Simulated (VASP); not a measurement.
# SnTe (I4/mmm) in VASP: notebook, part 2 of 2

VASP 6.6.1.

## Step 5: Single point, PBE (strain +0.015 along x and y, -0.015 along z)

The input, INCAR:

```
PREC = Accurate
ENCUT = 520
EDIFF = 1E-7
ISMEAR = 0
SIGMA = 0.03
LREAL = False
LASPH = True
NELM = 100
ALGO = Normal
ISIF = 2
LWAVE = False
LCHARG = False
GGA = PE
NBANDS = 17
```

The input, KPOINTS:

```
regular mesh
0
Gamma
  10 10 10
```

The input, POSCAR:

```
SnTe
1.0
    0.0000000000      3.2038475000      3.1091525000
    3.2038475000      0.0000000000      3.1091525000
    3.2038475000      3.2038475000      0.0000000000
Sn Te
1 1
Direct
    0.0000000000      0.0000000000      0.0000000000
    0.5000000000      0.5000000000      0.5000000000
```

Potentials or basis: VASP PAW PBE potentials, release 64 (Sn_d, Te).

The run is started by

```
$ cat potpaw_PBE.64/Sn_d/POTCAR potpaw_PBE.64/Te/POTCAR > POTCAR
$ mpirun -np 1 vasp_std > vasp.out
```

OUTCAR:

```text
PREC = Accurate
   ENCUT = 520
   EDIFF = 1E-7
   ISMEAR = 0
   LREAL = False
   LASPH = True
   NELM = 100
   ISIF = 2
   GGA = PE

 ion  position               nearest neighbor table
   1  0.000  0.000  0.000-   2 3.11   2 3.11   2 3.20   2 3.20   2 3.20   2 3.20
   2  0.500  0.500  0.500-   1 3.11   1 3.11   1 3.20   1 3.20   1 3.20   1 3.20

  LATTYP: Found a body centered tetragonal cell.
 ALAT       =     4.5309245863
 C/A-ratio  =     1.3724141467

  Lattice vectors:

 A1 = (   0.0000000000,  -3.2038475000,  -3.1091525000)
 A2 = (   0.0000000000,   3.2038475000,  -3.1091525000)
 A3 = (   3.2038475000,   0.0000000000,   3.1091525000)

Analysis of symmetry for initial positions (statically):
=====================================================================
 Subroutine PRICEL returns:
 Original cell was already a primitive cell.

 Routine SETGRP: Setting up the symmetry group for a
 body centered tetragonal supercell.

 Subroutine GETGRP returns: Found 16 space group operations
 (whereof 16 operations were pure point group operations)
 out of a pool of 16 trial point group operations.

The static configuration has the point symmetry D_4h.

Analysis of symmetry for dynamics (positions and initial velocities):
=====================================================================
 Subroutine PRICEL returns:
 Original cell was already a primitive cell.

 Routine SETGRP: Setting up the symmetry group for a
 body centered tetragonal supercell.

 Subroutine GETGRP returns: Found 16 space group operations
 (whereof 16 operations were pure point group operations)
 out of a pool of 16 trial point group operations.

The dynamic configuration has the point symmetry D_4h.

 Subroutine INISYM returns: Found 16 space group operations
 (whereof 16 operations are pure point group operations),
[... 106 lines left out ...]
   PSTRESS=    0.0 pullay stress
   NELECT =      20.0000    total number of electrons
   NUPDOWN=      -1.0000    fix difference up-down
   EMIN   =  10.00;   EMAX   =-10.00  energy-range for DOS
   EFERMI =   0.00;   METHOD = LEGACY
   ISMEAR =     0;   SIGMA  =   0.03  broadening in eV -4-tet -1-fermi 0-gaus
   EFERMI_NEDOS =   21; number of points for ismear=-14 and -15
   IALGO  =     38    algorithm
   IMIX   =      4    mixing-type and parameters
     AMIX     =   0.40;   BMIX     =  1.00
     AMIX_MAG =   1.60;   BMIX_MAG =  1.00
  volume/ion in A,a.u.               =      31.91       215.37
  Fermi-wavevector in a.u.,A,eV,Ry     =   1.111936  2.101253 16.822251  1.236401
  Thomas-Fermi vector in A             =   2.248504
   LORBIT       =      0    0 simple, 1 ext, 2 COOP (PROOUT), +10 PAW based schemes
   GGA     = PE    functional components
   LHFCALC =     F    Hartree Fock is set to
   AEXX    =    0.0000 exact exchange contribution
   IVDW    =     0    specifies the selected vdW correction
   LEPSILON=     F    determine dielectric tensor
   LRPA    =     F    only Hartree local field effects (RPA)
 non-spin polarized calculation
 Gauss-broadening in eV      SIGMA  =   0.03
  energy-cutoff  :      520.00
  volume of cell :       63.83
 maximum number of plane-waves:      1743
 NGX is ok and might be reduce to    36
   NGX = 17   NGY = 17   NGZ = 17

 number of electron      20.0000003 magnetization

 Free energy of the ion-electron system (eV)
  ---------------------------------------------------
  ext. energy  EPLUGINS =         0.00000000
  ---------------------------------------------------
  free energy    TOTEN  =        -7.54116613 eV

  energy without entropy =       -7.54114869  energy(sigma->0) =       -7.54115741

 E-fermi :   6.7486     XC(G=0):  -9.4032

 val. band max:        6.7056852508   @ k =   0.5000   0.0000   0.0000
 cond. band min:       6.7915792847   @ k =   0.5000   0.0000   0.0000
 fundamental gap:      0.0858940339
 Fermi energy:         6.7486322701

 k-point     1 :       0.0000    0.0000    0.0000
  band No.  band energies     occupation
      1     -15.1934      2.00000
      2     -15.1892      2.00000
      3     -15.1824      2.00000
      4     -15.1798      2.00000
      5     -15.1798      2.00000
      6      -5.9526      2.00000
[... 457 lines left out ...]
      4     -15.1719      2.00000
      5     -15.1716      2.00000
      6      -4.7371      2.00000
[... 9 lines left out ...]
     16      15.7076      0.00000
     17      16.4711      0.00000

 [... further k-points ...]
[... 5 lines left out ...]
  --------------------------------------------------------------------------------------
  -------------------------------------------------------------------------------------
  Total        0.0351645      0.0351645      1.6223194      0.0000000      0.0000000     -0.0000000
  in kB        0.8826722      0.8826722     40.7222006      0.0000000      0.0000000     -0.0000000
  external PRESSURE =      14.1625150 kB  Pullay stress =       0.0000000 kB

 VOLUME and BASIS-vectors are now :
 -----------------------------------------------------------------------------
  energy-cutoff  :      520.00
  volume of cell :       63.83
      direct lattice vectors                 reciprocal lattice vectors
     0.000000000  3.203847500  3.109152500    -0.156062359  0.156062359  0.160815528
     3.203847500  0.000000000  3.109152500     0.156062359 -0.156062359  0.160815528
     3.203847500  3.203847500  0.000000000     0.156062359  0.156062359 -0.160815528

 POSITION                                       TOTAL-FORCE (eV/Angst)
 -----------------------------------------------------------------------------------
      0.00000      0.00000      0.00000         0.000000      0.000000     -0.000000
      3.20385      3.20385      3.10915         0.000000      0.000000      0.000000
 -----------------------------------------------------------------------------------
    total drift:                               -0.000000      0.000000      0.000000

  FREE ENERGIE OF THE ION-ELECTRON SYSTEM (eV)
  ---------------------------------------------------
  free  energy   TOTEN  =        -7.5411661306 eV

  energy  without entropy=       -7.5411486885  energy(sigma->0) =       -7.54115741
```

stdout:

```text
POSCAR found type information on POSCAR SnTe
 POSCAR found :  2 types and       2 ions
 scaLAPACK will be used
 LDA part: xc-table for (Slater+PW92), standard interpolation
 POSCAR, INCAR and KPOINTS ok, starting setup
 FFT: planning ... GRIDC
 FFT: planning ... GRID_SOFT
 FFT: planning ... GRID
 WAVECAR not read
 entering main loop
```

It took 48 s on 1 thread of Intel Xeon Platinum 8559C (Emerald Rapids), shared host; peak memory 0.27 GiB.

What came out:

| Quantity | Value |
| --- | --- |
| Free energy | -7.5412 eV |
| Pressure | 1.4 GPa |
| Band gap on the k mesh | 0.09 eV, direct |

Caveat: the cell differs from its parent crystal (strain +0.015 along x and y, -0.015 along z); spin-orbit coupling is left out, which moves the levels of the heavy elements. A k mesh can miss the band edges.

## Step 6: The runs side by side

| cell | gap on the mesh (eV) | pressure (GPa) |
| --- | --- | --- |
| a = 4.466, b = 4.466, c = 4.330 Å, angles 61.0, 61.0, 58.0°, 2 atoms | 0.10 | 4.1 |
| a = 4.398, b = 4.398, c = 4.464 Å, angles 59.5, 59.5, 61.0°, 2 atoms | 0.23 | 3.7 |
| a = 4.432, b = 4.432, c = 4.531 Å, angles 59.3, 59.3, 61.5°, 2 atoms | 0.19 | 2.3 |
| a = 4.464, b = 4.464, c = 4.531 Å, angles 59.5, 59.5, 61.0°, 2 atoms | 0.09 | 1.4 |

Alike in all rows: task single point; level PBE; potentials or basis VASP PAW PBE potentials, release 64 (Sn_d, Te); no spin polarisation; k mesh 10 × 10 × 10; cutoff (eV) 520; smearing gaussian 0.03 eV.

Caveats: spin-orbit coupling is left out, which moves the levels of the heavy elements.

Absolute energies hang on the potentials; compare differences alone.
